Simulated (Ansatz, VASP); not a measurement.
Two plane-wave programs on Sr

```
Sr
1.0
     0.00000    3.01282    3.01282
     3.01282    0.00000    3.01282
     3.01282    3.01282    0.00000
Sr
1
Direct
  0.00000 0.00000 0.00000
```

Alike in both runs: functional PBE; k mesh 12 × 12 × 12; occupations gaussian, width 0.1 eV; no spin polarisation.

Ansatz relaxed the structure, and its values are those at the end. VASP's run is a single point on that final structure, the one shown.

|  | VASP | Ansatz |
| --- | --- | --- |
| version | VASP 6.6.1 | Ansatz 0.2.0 |
| potentials or method | VASP PAW PBE potentials, release 64 (Sr_sv), cutoff 520 eV | scalar-relativistic, plane waves, PAW |
| valence electrons in the cell | 10 | 10 |

```csv
,VASP,Ansatz,Ansatz less VASP
gap on the k mesh at the Fermi level (eV),none,none,-
pressure (GPa),0.0,0.0,-0.01
```

A gap of «none» marks a metal or a gap that the smearing closes. With one functional, cell and mesh, what is left measures potentials, basis and numerics.
